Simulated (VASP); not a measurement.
# Si2Ni (P-3m1) in VASP: further runs

The runs below take Si2Ni through single point, with PBEsol.

Program: VASP 6.6.1. These are calculated values, not measurements. Logs are shortened: lines on timing, memory, paths and dates and some standing lists are left out, and cuts for length are marked.

**1. The cell of the first run**

It takes space group P-3m1 (No. 164, trigonal). Conventional cell: a = 3.812 Å, b = 3.812 Å, c = 9.838 Å, α = 90.00°, β = 90.00°, γ = 120.00°. Within 3.1 Å of Si (site symmetry 3m) lie 4 Ni at 2.33 Å and 6 Si at 2.70 Å. Si (site symmetry 3m) has 4 Ni at 2.33 to 2.83 Å and 6 Si at 2.70 to 3.01 Å within 3.1 Å. Within 3.1 Å of Si (site symmetry 3m) lie 4 Ni at 2.33 Å and 6 Si at 2.70 Å. Ni (site symmetry -3m) has 8 Si at 2.33 Å within 3.1 Å. Within 3.1 Å of Ni (site symmetry 3m) lie 8 Si at 2.33 to 2.83 Å.

**2. Single point, PBEsol (the distance across one plane changed)**

Input file INCAR:

```
PREC     = Accurate       # precision mode
ENCUT    = 520            # plane-wave cutoff, eV
EDIFF    = 1E-6           # SCF threshold, eV
ISMEAR   = 0              # smearing method
SIGMA    = 0.15           # smearing width, eV
LREAL    = False          # projectors in reciprocal space
LASPH    = True           # aspherical terms in the spheres
NELM     = 100            # most SCF steps
ALGO     = Normal         # electronic algorithm
ISIF     = 2              # what is computed and relaxed
LWAVE    = False          # write WAVECAR
LCHARG   = False          # write CHGCAR
GGA      = PS             # functional
NBANDS   = 37             # bands
```

Input file KPOINTS:

```
regular mesh
0
Gamma
  14 14 5
```

Input file POSCAR:

```
Si2Ni
1.0
    2.6957048483     -2.6957048483      0.0000000000
    2.6957048483      0.0000000000     -2.6957048483
    5.6800848311      5.6800848311      5.6800848311
Si Ni
6 3
Direct
    0.6666666667      0.6666666667      0.3955065163
    1.0000000000      0.0000000000      0.0791139590
    0.3333333333      0.3333333333      0.7118990736
    0.6666666667      0.6666666667      0.8700953523
    1.0000000000      0.0000000000      0.5537027949
    0.3333333333      0.3333333333      0.2373102376
    0.3333333333      0.3333333333      0.4746046556
    0.6666666667      0.6666666667      0.1582120983
    1.0000000000      0.0000000000      0.7909972129
```

Potentials or basis: VASP PAW PBE potentials, release 64 (Si, Ni).

The run is started by

```
cat potpaw_PBE.64/Si/POTCAR potpaw_PBE.64/Ni/POTCAR > POTCAR
mpirun -np 1 vasp_std > vasp.out
```

OUTCAR:

```text
PREC = Accurate
   ENCUT = 520
   EDIFF = 1E-6
   ISMEAR = 0
   LREAL = False
   LASPH = True
   NELM = 100
   ISIF = 2
   GGA = PS

 ion  position               nearest neighbor table
   1  0.667  0.667  0.396-   7 2.33   7 2.33   8 2.33   7 2.33   5 2.70   5 2.70   5 2.70   6 2.70
                             6 2.70   6 2.70
   2  0.000  0.000  0.079-   8 2.33   8 2.33   8 2.33   6 2.70   6 2.70   6 2.70   9 2.83   4 3.01
                             4 3.01   4 3.01
   3  0.333  0.333  0.712-   9 2.33   9 2.33   9 2.33   7 2.33   4 2.70   4 2.70   5 2.70   5 2.70
                             5 2.70   4 2.70
   4  0.667  0.667  0.870-   9 2.33   9 2.33   9 2.33   3 2.70   3 2.70   3 2.70   8 2.83   2 3.01
                             2 3.01   2 3.01
   5  0.000  0.000  0.554-   7 2.33   7 2.33   7 2.33   9 2.33   1 2.70   1 2.70   1 2.70   3 2.70
                             3 2.70   3 2.70
   6  0.333  0.333  0.237-   8 2.33   8 2.33   7 2.33   8 2.33   2 2.70   2 2.70   2 2.70   1 2.70
                             1 2.70   1 2.70
   7  0.333  0.333  0.475-   1 2.33   1 2.33   5 2.33   5 2.33   5 2.33   6 2.33   3 2.33   1 2.33

   8  0.667  0.667  0.158-   6 2.33   6 2.33   2 2.33   2 2.33   2 2.33   1 2.33   6 2.33   4 2.83

   9  0.000  0.000  0.791-   3 2.33   3 2.33   3 2.33   4 2.33   5 2.33   4 2.33   4 2.33   2 2.83

  LATTYP: Found a hexagonal cell.
 ALAT       =     3.8123023566
 C/A-ratio  =     2.5806440829

  Lattice vectors:

 A1 = (  -2.6957048483,   0.0000000000,   2.6957048483)
 A2 = (   2.6957048483,  -2.6957048483,   0.0000000000)
 A3 = (   5.6800848311,   5.6800848311,   5.6800848311)

Analysis of symmetry for initial positions (statically):
=====================================================================
 Subroutine PRICEL returns:
 Original cell was already a primitive cell.

 Routine SETGRP: Setting up the symmetry group for a
 hexagonal supercell.

 Subroutine GETGRP returns: Found 12 space group operations
 (whereof  6 operations were pure point group operations)
 out of a pool of 24 trial point group operations.

The static configuration has the point symmetry C_3v.
 The point group associated with its full space group is D_3d.

Analysis of symmetry for dynamics (positions and initial velocities):
=====================================================================
 Subroutine PRICEL returns:
 Original cell was already a primitive cell.

 Routine SETGRP: Setting up the symmetry group for a
 hexagonal supercell.

 Subroutine GETGRP returns: Found 12 space group operations
 (whereof  6 operations were pure point group operations)
 out of a pool of 24 trial point group operations.

The dynamic configuration has the point symmetry C_3v.
 The point group associated with its full space group is D_3d.

 Subroutine INISYM returns: Found 12 space group operations
 (whereof  6 operations are pure point group operations),
 and found     1 'primitive' translations

----------------------------------------------------------------------------------------

                                     Primitive cell

  volume of cell :     123.8285

  direct lattice vectors                    reciprocal lattice vectors
     2.695704848 -2.695704848  0.000000000     0.123653498 -0.247306995  0.123653498
     2.695704848  0.000000000 -2.695704848     0.123653498  0.123653498 -0.247306995
     5.680084831  5.680084831  5.680084831     0.058684570  0.058684570  0.058684570

  length of vectors
     3.812302357  3.812302357  9.838195519     0.302887974  0.302887974  0.101644656

  position of ions in fractional coordinates (direct lattice)
     0.666666667  0.666666667  0.395506516
     0.000000000  0.000000000  0.079113959
     0.333333333  0.333333333  0.711899074
     0.666666667  0.666666667  0.870095352
     0.000000000  0.000000000  0.553702795
     0.333333333  0.333333333  0.237310238
     0.333333333  0.333333333  0.474604656
     0.666666667  0.666666667  0.158212098
     0.000000000  0.000000000  0.790997213

  ion indices of the primitive-cell ions
   primitive index   ion index
                 1           1
                 2           2
                 3           3
                 4           4
                 5           5
                 6           6
                 7           7
                 8           8
                 9           9

----------------------------------------------------------------------------------------

 KPOINTS: regular mesh

Automatic generation of k-mesh.
 Grid dimensions read from file:
 generate k-points for:   14   14    5

 Generating k-lattice:

  Cartesian coordinates                     Fractional coordinates (reciprocal lattice)
     0.008832393 -0.017664785  0.008832393     0.071428571  0.000000000  0.000000000
     0.008832393  0.008832393 -0.017664785     0.000000000  0.071428571  0.000000000
     0.011736914  0.011736914  0.011736914     0.000000000  0.000000000  0.200000000

  Length of vectors
     0.021634855  0.021634855  0.020328931

  Shift w.r.t. Gamma in fractional coordinates (k-lattice)
     0.000000000  0.000000000  0.000000000

 Subroutine IBZKPT returns following result:
 ===========================================

 Found    104 irreducible k-points:

 Following reciprocal coordinates:
            Coordinates               Weight
  0.000000  0.000000  0.000000      1.000000
  0.071429  0.000000  0.000000      6.000000
  0.142857  0.000000  0.000000      6.000000
  0.214286  0.000000  0.000000      6.000000
  0.285714  0.000000  0.000000      6.000000
  0.357143  0.000000  0.000000      6.000000
[... 16 lines left out ...]
 -0.428571  0.285714 -0.000000      6.000000
 -0.357143  0.285714 -0.000000      6.000000
 [... further k-points ...]
   k-points           NKPTS =    104   k-points in BZ     NKDIM =    104   number of bands    NBANDS=     37
   number of dos      NEDOS =    301   number of ions     NIONS =      9
   total plane-waves  NPLWV =  62720
   dimension x,y,z NGX =    28 NGY =   28 NGZ =   80
   dimension x,y,z NGXF=    56 NGYF=   56 NGZF=  160
   ions per type =               6   3
   NGX,Y,Z   is equivalent  to a cutoff of  12.21, 12.21, 13.52 a.u.
   NGXF,Y,Z  is equivalent  to a cutoff of  24.42, 24.42, 27.04 a.u.
 SYSTEM =  unknown system
   PREC   = accura    normal or accurate (medium, high low for compatibility)
   ISTART =      0    job   : 0-new  1-cont  2-samecut
   ICHARG =      2    charge: 1-file 2-atom 10-const
   ISPIN  =      1    spin polarized calculation?
   LNONCOLLINEAR =      F non collinear calculations
   LSORBIT =      F    spin-orbit coupling
   LASPH  =      T    aspherical Exc in radial PAW
   ENCUT  =  520.0 eV  38.22 Ry    6.18 a.u.   7.09  7.09 18.29*2*pi/ulx,y,z
   NELM   =    100;   NELMIN=  2; NELMDL= -5     # of ELM steps
   EDIFF  = 0.1E-05   stopping-criterion for ELM
   LREAL  =      F    real-space projection
[... 7 lines left out ...]
   TEBEG  =    0.0;   TEEND  =   0.0 temperature during run
   PSTRESS=    0.0 pullay stress
   NELECT =      54.0000    total number of electrons
   NUPDOWN=      -1.0000    fix difference up-down
   EMIN   =  10.00;   EMAX   =-10.00  energy-range for DOS
   EFERMI =   0.00;   METHOD = LEGACY
   ISMEAR =     0;   SIGMA  =   0.15  broadening in eV -4-tet -1-fermi 0-gaus
   EFERMI_NEDOS =   21; number of points for ismear=-14 and -15
   IALGO  =     38    algorithm
   IMIX   =      4    mixing-type and parameters
     AMIX     =   0.40;   BMIX     =  1.00
     AMIX_MAG =   1.60;   BMIX_MAG =  1.00
  volume/ion in A,a.u.               =      13.76        92.85
  Fermi-wavevector in a.u.,A,eV,Ry     =   1.241459  2.346018 20.969589  1.541221
  Thomas-Fermi vector in A             =   2.375856
   LORBIT       =      0    0 simple, 1 ext, 2 COOP (PROOUT), +10 PAW based schemes
   GGA     = PS    functional components
   LHFCALC =     F    Hartree Fock is set to
   AEXX    =    0.0000 exact exchange contribution
   IVDW    =     0    specifies the selected vdW correction
   LEPSILON=     F    determine dielectric tensor
   LRPA    =     F    only Hartree local field effects (RPA)
 non-spin polarized calculation
 Gauss-broadening in eV      SIGMA  =   0.15
  energy-cutoff  :      520.00
  volume of cell :      123.83
 maximum number of plane-waves:      3358
   NGX = 15   NGY = 15   NGZ = 37

 number of electron      54.0000000 magnetization

 Free energy of the ion-electron system (eV)
  ---------------------------------------------------
  ext. energy  EPLUGINS =         0.00000000
  ---------------------------------------------------
  free energy    TOTEN  =       -56.26122848 eV

  energy without entropy =      -56.22466973  energy(sigma->0) =      -56.24294911

 E-fermi :   9.5950     XC(G=0): -11.4800

 val. band max:        9.5949431577   @ k =   0.3571   0.4286   0.4000
 cond. band min:       9.6008674866   @ k =   0.2143   0.0714   0.2000
 fundamental gap:      0.0059243289
 Fermi energy:         9.5949727408

 k-point     1 :       0.0000    0.0000    0.0000
  band No.  band energies     occupation
      1      -3.9532      2.00000
      2      -2.6201      2.00000
      3      -1.9565      2.00000
      4       1.5179      2.00000
      5       2.0267      2.00000
      6       4.5339      2.00000
[... 29 lines left out ...]
     36      12.3370      0.00000
     37      12.3370      0.00000

 k-point     2 :       0.0714    0.0000    0.0000
  band No.  band energies     occupation
      1      -3.8856      2.00000
      2      -2.5546      2.00000
      3      -1.8902      2.00000
      4       1.5555      2.00000
      5       2.0586      2.00000
      6       4.4068      2.00000
[... 29 lines left out ...]
     36      12.8955      0.00000
     37      12.9318      0.00000
[... 838 lines left out ...]
     36      14.4865      0.00000
     37      14.8464      0.00000

 k-point    24 :      -0.3571    0.2857   -0.0000
  band No.  band energies     occupation
      1      -0.1990      2.00000
      2      -0.0768      2.00000
      3       0.5523      2.00000
      4       0.6319      2.00000
      5       1.1530      2.00000
      6       1.1888      2.00000
[... 29 lines left out ...]
     36      14.5973      0.00000
     37      15.0989      0.00000

 [... further k-points ...]
[... 5 lines left out ...]
  --------------------------------------------------------------------------------------
  -------------------------------------------------------------------------------------
  Total       -2.8885281     -2.8885281     -2.8885281     -1.3116941     -1.3116941     -1.3116941
  in kB      -37.3737277    -37.3737277    -37.3737277    -16.9715843    -16.9715843    -16.9715843
  external PRESSURE =     -37.3737277 kB  Pullay stress =       0.0000000 kB

 VOLUME and BASIS-vectors are now :
 -----------------------------------------------------------------------------
  energy-cutoff  :      520.00
  volume of cell :      123.83
      direct lattice vectors                 reciprocal lattice vectors
     2.695704848 -2.695704848  0.000000000     0.123653498 -0.247306995  0.123653498
     2.695704848  0.000000000 -2.695704848     0.123653498  0.123653498 -0.247306995
     5.680084831  5.680084831  5.680084831     0.058684570  0.058684570  0.058684570

 POSITION                                       TOTAL-FORCE (eV/Angst)
 -----------------------------------------------------------------------------------
      5.84078      0.44937      0.44937        -0.151109     -0.151109     -0.151109
      0.44937      0.44937      0.44937        -0.562261     -0.562261     -0.562261
      5.84078      3.14508      3.14508         0.212267      0.212267      0.212267
      8.53649      3.14508      3.14508         0.562261      0.562261      0.562261
      3.14508      3.14508      3.14508         0.151109      0.151109      0.151109
      3.14508      0.44937      0.44937        -0.212267     -0.212267     -0.212267
      4.49293      1.79723      1.79723         0.000000     -0.000000      0.000000
      4.49293     -0.89848     -0.89848        -0.200647     -0.200647     -0.200647
      4.49293      4.49293      4.49293         0.200647      0.200647      0.200647
 -----------------------------------------------------------------------------------
    total drift:                               -0.000014     -0.000014     -0.000014

  FREE ENERGIE OF THE ION-ELECTRON SYSTEM (eV)
  ---------------------------------------------------
  free  energy   TOTEN  =       -56.2612284848 eV

  energy  without entropy=      -56.2246697331  energy(sigma->0) =      -56.24294911
```

Wall time 5.3 min (1 thread of AMD EPYC 9R45 (Zen 5), shared host); peak memory 0.46 GiB.

Results:

- Free energy: -56.2612 eV
- Pressure: -3.7 GPa
- Largest force: 0.974 eV/Å
- Band gap on the k mesh: zero (bands 27 and 28 overlap by 2.03 eV)

Forces on the atoms (eV/Å):
```
Si  -0.151 -0.151 -0.151
Si  -0.562 -0.562 -0.562
Si   0.212  0.212  0.212
Si   0.562  0.562  0.562
Si   0.151  0.151  0.151
Si  -0.212 -0.212 -0.212
Ni   0.000  0.000  0.000
Ni  -0.201 -0.201 -0.201
Ni   0.201  0.201  0.201
```

Stress tensor (GPa, compression positive):
```
-3.74 -1.70 -1.70
-1.70 -3.74 -1.70
-1.70 -1.70 -3.74
```

Caveat: the cell differs from its parent crystal (the distance across one plane changed); the cell stands under tension; the PAW data sets were made with another functional, which shifts forces and pressure a little. Spin polarisation is off, so any magnetic state and its effect on volume and gap are missing.

(Part 1 of 2 ends here.)
